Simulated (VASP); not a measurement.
# NaCl (Pm-3m) in VASP: notebook, part 2 of 2

VASP 6.6.1.

## Step 5: Single point, PBE

INCAR

```
PREC = Accurate
ENCUT = 500
EDIFF = 1E-6
ISMEAR = 0
SIGMA = 0.1
LREAL = F
LASPH = T
NELM = 120
ALGO = Normal
ISIF = 2
LWAVE = F
LCHARG = F
GGA = PE
NBANDS = 14
NELECT = 14.5
GGA_COMPAT = F
```

KPOINTS

```
Automatic mesh
0
Gamma
  4 4 4
```

POSCAR

```
NaCl
1.0
    3.5021900000      0.0000000000      0.0000000000
    0.0000000000      3.5021900000      0.0000000000
    0.0000000000      0.0000000000      3.5021900000
Na Cl
1 1
Direct
    0.0000000000      0.0000000000      0.0000000000
    0.5000000000      0.5000000000      0.5000000000
```

Potentials or basis: VASP PAW PBE potentials, release 64 (Na_pv, Cl).

Started as:

```console
$ cat potpaw_PBE.64/Na_pv/POTCAR potpaw_PBE.64/Cl/POTCAR > POTCAR
$ mpirun -np 1 vasp_std > vasp.out
```

OUTCAR:

```text
PREC = Accurate
   ENCUT = 500
   EDIFF = 1E-6
   ISMEAR = 0
   LREAL = F
   LASPH = T
   NELM = 120
   ISIF = 2
   GGA = PE
   NELECT = 14.5

 ion  position               nearest neighbor table
   1  0.000  0.000  0.000-
   2  0.500  0.500  0.500-

  LATTYP: Found a simple cubic cell.
 ALAT       =     3.5021900000

  Lattice vectors:

 A1 = (   3.5021900000,   0.0000000000,   0.0000000000)
 A2 = (   0.0000000000,   3.5021900000,   0.0000000000)
 A3 = (   0.0000000000,   0.0000000000,   3.5021900000)

Analysis of symmetry for initial positions (statically):
=====================================================================
 Subroutine PRICEL returns:
 Original cell was already a primitive cell.

 Routine SETGRP: Setting up the symmetry group for a
 simple cubic supercell.

 Subroutine GETGRP returns: Found 48 space group operations
 (whereof 48 operations were pure point group operations)
 out of a pool of 48 trial point group operations.

The static configuration has the point symmetry O_h .

Analysis of symmetry for dynamics (positions and initial velocities):
=====================================================================
 Subroutine PRICEL returns:
 Original cell was already a primitive cell.

 Routine SETGRP: Setting up the symmetry group for a
 simple cubic supercell.

 Subroutine GETGRP returns: Found 48 space group operations
 (whereof 48 operations were pure point group operations)
 out of a pool of 48 trial point group operations.

The dynamic configuration has the point symmetry O_h .

 Subroutine INISYM returns: Found 48 space group operations
 (whereof 48 operations are pure point group operations),
 and found     1 'primitive' translations

----------------------------------------------------------------------------------------

                                     Primitive cell

  volume of cell :      42.9555

  direct lattice vectors                    reciprocal lattice vectors
     3.502190000  0.000000000  0.000000000     0.285535622  0.000000000  0.000000000
     0.000000000  3.502190000  0.000000000     0.000000000  0.285535622  0.000000000
     0.000000000  0.000000000  3.502190000     0.000000000  0.000000000  0.285535622

  length of vectors
     3.502190000  3.502190000  3.502190000     0.285535622  0.285535622  0.285535622

  position of ions in fractional coordinates (direct lattice)
     0.000000000  0.000000000  0.000000000
     0.500000000  0.500000000  0.500000000

  ion indices of the primitive-cell ions
   primitive index   ion index
                 1           1
                 2           2

----------------------------------------------------------------------------------------

 KPOINTS: Automatic mesh

Automatic generation of k-mesh.
 Grid dimensions read from file:
[... 23 lines left out ...]
  0.250000  0.000000  0.000000      6.000000
  0.500000  0.000000  0.000000      3.000000
  0.250000  0.250000  0.000000     12.000000
  0.500000  0.250000  0.000000     12.000000
  0.500000  0.500000  0.000000      3.000000
  0.250000  0.250000  0.250000      8.000000
  0.500000  0.250000  0.250000     12.000000
  0.500000  0.500000  0.250000      6.000000
  0.500000  0.500000  0.500000      1.000000
   k-points           NKPTS =     10   k-points in BZ     NKDIM =     10   number of bands    NBANDS=     14
   number of dos      NEDOS =    301   number of ions     NIONS =      2
   total plane-waves  NPLWV =  21952
   dimension x,y,z NGX =    28 NGY =   28 NGZ =   28
   dimension x,y,z NGXF=    56 NGYF=   56 NGZF=   56
   ions per type =               1   1
   NGX,Y,Z   is equivalent  to a cutoff of  13.29, 13.29, 13.29 a.u.
   NGXF,Y,Z  is equivalent  to a cutoff of  26.58, 26.58, 26.58 a.u.
 SYSTEM =  unknown system
   PREC   = accura    normal or accurate (medium, high low for compatibility)
   ISTART =      0    job   : 0-new  1-cont  2-samecut
   ICHARG =      2    charge: 1-file 2-atom 10-const
   ISPIN  =      1    spin polarized calculation?
   LNONCOLLINEAR =      F non collinear calculations
   LSORBIT =      F    spin-orbit coupling
   LASPH  =      T    aspherical Exc in radial PAW
   ENCUT  =  500.0 eV  36.75 Ry    6.06 a.u.   6.39  6.39  6.39*2*pi/ulx,y,z
   NELM   =    120;   NELMIN=  2; NELMDL= -5     # of ELM steps
   EDIFF  = 0.1E-05   stopping-criterion for ELM
   LREAL  =      F    real-space projection
   EDIFFG = 0.1E-04   stopping-criterion for IOM
   NSW    =      0    number of steps for IOM
   IBRION =     -1    ionic relax: 0-MD 1-quasi-New 2-CG
   NFREE  =      0    steps in history (QN), initial steepest desc. (CG)
   ISIF   =      2    stress and relaxation
   ISYM   =      2    0-nonsym 1-usesym 2-fastsym
   POTIM  = 0.5000    time-step for ionic-motion
   TEBEG  =    0.0;   TEEND  =   0.0 temperature during run
   PSTRESS=    0.0 pullay stress
   NELECT =      14.5000    total number of electrons
   NUPDOWN=      -1.0000    fix difference up-down
   EMIN   =  10.00;   EMAX   =-10.00  energy-range for DOS
   EFERMI =   0.00;   METHOD = LEGACY
   ISMEAR =     0;   SIGMA  =   0.10  broadening in eV -4-tet -1-fermi 0-gaus
   EFERMI_NEDOS =   21; number of points for ismear=-14 and -15
   IALGO  =     38    algorithm
   IMIX   =      4    mixing-type and parameters
     AMIX     =   0.40;   BMIX     =  1.00
     AMIX_MAG =   1.60;   BMIX_MAG =  1.00
  volume/ion in A,a.u.               =      21.48       144.94
  Fermi-wavevector in a.u.,A,eV,Ry     =   1.139876  2.154054 17.678300  1.299318
  Thomas-Fermi vector in A             =   2.276579
   LORBIT       =      0    0 simple, 1 ext, 2 COOP (PROOUT), +10 PAW based schemes
   GGA     = PE    functional components
   LHFCALC =     F    Hartree Fock is set to
   AEXX    =    0.0000 exact exchange contribution
   IVDW    =     0    specifies the selected vdW correction
   LEPSILON=     F    determine dielectric tensor
   LRPA    =     F    only Hartree local field effects (RPA)
 non-spin polarized calculation
 Gauss-broadening in eV      SIGMA  =   0.10
  energy-cutoff  :      500.00
  volume of cell :       42.96
 maximum number of plane-waves:      1108
 NGX is ok and might be reduce to    28
   NGX = 13   NGY = 13   NGZ = 13

 number of electron      14.4999982 magnetization

 Free energy of the ion-electron system (eV)
  ---------------------------------------------------
  ext. energy  EPLUGINS =         0.00000000
  ---------------------------------------------------
  free energy    TOTEN  =        -3.59022313 eV

  energy without entropy =       -3.58583243  energy(sigma->0) =       -3.58802778

 E-fermi :   6.1618     XC(G=0):  -8.8957

 val. band max:        6.0639737184   @ k =   0.5000   0.5000   0.2500
 cond. band min:       6.2842952034   @ k =   0.2500   0.2500   0.0000
 fundamental gap:      0.2203214850
 Fermi energy:         6.1618101721

 k-point     1 :       0.0000    0.0000    0.0000
  band No.  band energies     occupation
      1     -21.4857      2.00000
      2     -21.4857      2.00000
      3     -21.4857      2.00000
      4     -13.2607      2.00000
      5      -0.3615      2.00000
      6      -0.3615      2.00000
      7      -0.3615      2.00000
      8       3.8366      2.00000
      9       8.4705      0.00000
     10       8.4705      0.00000
     11      15.6555      0.00000
     12      15.6556      0.00000
     13      15.6556      0.00000
     14      16.0238      0.00000
[... 139 lines left out ...]
      1     -21.5147      2.00000
      2     -21.5147      2.00000
      3     -21.5147      2.00000
      4     -12.3519      2.00000
      5      -1.7341      2.00000
      6      -1.7341      2.00000
      7      -1.7341      2.00000
      8       6.9798      0.00000
      9       6.9798      0.00000
     10       6.9798      0.00000
     11      11.7105      0.00000
     12      15.8205      0.00000
     13      15.8205      0.00000
     14      15.8205      0.00000

------------------------ aborting loop because EDIFF is reached ----------------------------------------

  FORCE on cell =-STRESS in cart. coord.  units (eV):
  Direction    XX          YY          ZZ          XY          YZ          ZX
  --------------------------------------------------------------------------------------
  -------------------------------------------------------------------------------------
  Total        4.4625553      4.4625553      4.4625553     -0.0000000     -0.0000000     -0.0000000
  in kB      166.4466587    166.4466587    166.4466587     -0.0000000     -0.0000000     -0.0000000
  external PRESSURE =     166.4466587 kB  Pullay stress =       0.0000000 kB

 VOLUME and BASIS-vectors are now :
 -----------------------------------------------------------------------------
  energy-cutoff  :      500.00
  volume of cell :       42.96
      direct lattice vectors                 reciprocal lattice vectors
     3.502190000  0.000000000  0.000000000     0.285535622  0.000000000  0.000000000
     0.000000000  3.502190000  0.000000000     0.000000000  0.285535622  0.000000000
     0.000000000  0.000000000  3.502190000     0.000000000  0.000000000  0.285535622

 POSITION                                       TOTAL-FORCE (eV/Angst)
 -----------------------------------------------------------------------------------
      0.00000      0.00000      0.00000         0.000000      0.000000      0.000000
      1.75110      1.75110      1.75110         0.000000      0.000000      0.000000
 -----------------------------------------------------------------------------------
    total drift:                               -0.000000      0.000000      0.000000

  FREE ENERGIE OF THE ION-ELECTRON SYSTEM (eV)
  ---------------------------------------------------
  free  energy   TOTEN  =        -3.5902231301 eV

  energy  without entropy=       -3.5858324340  energy(sigma->0) =       -3.58802778
```

OSZICAR:

```text
N       E                     dE             d eps       ncg     rms          rms(c)
DAV:   1     0.100651210785E+03    0.10065E+03   -0.70056E+03   280   0.990E+02
DAV:   2     0.364613886886E+01   -0.97005E+02   -0.89490E+02   322   0.266E+02
DAV:   3    -0.374590477716E+01   -0.73920E+01   -0.73410E+01   316   0.681E+01
DAV:   4    -0.385566050325E+01   -0.10976E+00   -0.10964E+00   352   0.906E+00
DAV:   5    -0.385821189224E+01   -0.25514E-02   -0.25513E-02   346   0.138E+00    0.960E+00
DAV:   6    -0.360969768815E+01    0.24851E+00   -0.55553E-01   298   0.355E+00    0.342E+00
DAV:   7    -0.359472596010E+01    0.14972E-01   -0.35822E-02   380   0.118E+00    0.141E+00
DAV:   8    -0.359018191372E+01    0.45440E-02   -0.54697E-03   334   0.706E-01    0.245E-01
DAV:   9    -0.359021718397E+01   -0.35270E-04   -0.16315E-04   316   0.122E-01    0.839E-02
DAV:  10    -0.359022545935E+01   -0.82754E-05   -0.96976E-05   328   0.858E-02    0.425E-02
DAV:  11    -0.359022287085E+01    0.25885E-05   -0.82237E-06   342   0.194E-02    0.137E-02
DAV:  12    -0.359022313006E+01   -0.25920E-06   -0.72476E-07   214   0.590E-03
   1 F= -.35902231E+01 E0= -.35880278E+01  d E =-.439070E-02
```

Run time: 3.8 s. Hardware: 1 thread of Intel Xeon Platinum 8488C (Sapphire Rapids), shared host; peak memory 0.14 GiB.

What came out:

- Free energy: -3.5902 eV

Caveat: the k points lie up to 0.45 Å⁻¹ apart; the cell carries a net charge on a neutralising background, which shifts energy and pressure; the cell is charged against a uniform background, so pressure and absolute levels hang on convention.

## Step 6: Single point, PBE

This run uses another cell than the first one, of 24.70 Å³/atom.

INCAR

```
SYSTEM = NaCl
PREC = Accurate ; ENCUT = 500
EDIFF = 1E-6 ; ISMEAR = -1
SIGMA = 0.025 ; LREAL = .FALSE.
LASPH = .TRUE. ; NELM = 120
ALGO = Normal ; ISIF = 2
LWAVE = .FALSE. ; LCHARG = .FALSE.
GGA = PE ; NBANDS = 14
GGA_COMPAT = .FALSE.
```

KPOINTS

```
Automatic mesh
0
G
  4 4 4
  0 0 0
```

POSCAR

```
NaCl
1.0
    3.6692078762      0.0000000000      0.0000000000
    0.0000000000      3.6692078762      0.0000000000
    0.0000000000      0.0000000000      3.6692078762
Na Cl
1 1
Direct
    0.0000000000      0.0000000000      0.0000000000
    0.5000000000      0.5000000000      0.5000000000
```

Potentials or basis: VASP PAW PBE potentials, release 64 (Na_pv, Cl).

Started as:

```console
$ cat potpaw_PBE.64/Na_pv/POTCAR potpaw_PBE.64/Cl/POTCAR > POTCAR
$ mpirun -np 1 vasp_std > vasp.out
```

Run time: 3.5 s. Hardware: 1 thread of Intel Xeon Platinum 8488C (Sapphire Rapids), shared host; peak memory 0.14 GiB.

Results (log left out):

```yaml
Free_energy: -6.4065 eV
Pressure: -2.6 GPa
Band_gap_on_the_k_mesh: 3.56 eV (least direct gap 3.95 eV)
```

Levels at points of the mesh, in eV from the valence-band top:
| k point | band 3 | band 4 | band 5 | band 6 | band 7 | band 8 | band 9 | band 10 | band 11 | band 12 |
| --- | --- | --- | --- | --- | --- | --- | --- | --- | --- | --- |
| (0.00, 0.00, 0.00) | -22.28 | -12.95 | -0.39 | -0.39 | -0.39 | 3.56 | 8.66 | 8.66 | 14.41 | 14.41 |
| (0.50, 0.00, 0.00) | -22.28 | -12.71 | -2.38 | -0.20 | -0.20 | 6.49 | 7.65 | 10.51 | 11.46 | 11.46 |
| (0.50, 0.50, 0.00) | -22.27 | -12.52 | -1.82 | -1.82 | 0.00 | 5.49 | 9.56 | 10.13 | 10.13 | 12.34 |
| (0.50, 0.50, 0.50) | -22.29 | -12.34 | -1.46 | -1.46 | -1.46 | 7.07 | 7.07 | 7.07 | 10.55 | 14.60 |

Caveat: the k points lie up to 0.43 Å⁻¹ apart. A k mesh can miss the band edges.

## Step 7: The runs side by side

| level | U | cell | smearing | gap on the mesh (eV) | pressure (GPa) |
| --- | --- | --- | --- | --- | --- |
| PBE+U | Cl p U = 1.4 eV | a = 3.502 Å, 2 atoms | fermi-dirac 0.025852 eV | 4.04 | 0.0 |
| PBE+U | Cl p U = 3.0 eV | a = 3.502 Å, 2 atoms | gaussian 0.1 eV | 4.13 | -0.1 |
| PBEsol+U | Cl p U = 1.1 eV | a = 3.502 Å, 2 atoms | tetrahedron | 3.88 | -1.2 |
| PBE | - | a = 3.669 Å, 2 atoms | fermi-dirac 0.025 eV | 3.56 | -2.6 |

Alike in all rows: task single point; potentials or basis VASP PAW PBE potentials, release 64 (Na_pv, Cl); no spin polarisation; k mesh 4 × 4 × 4; cutoff (eV) 500.

Caveats: all runs use coarse meshes; the PAW data sets were made with another functional, which shifts forces and pressure a little (at least some runs).

Total energies depend on the potentials used, so only differences within one code and one set of settings carry meaning.
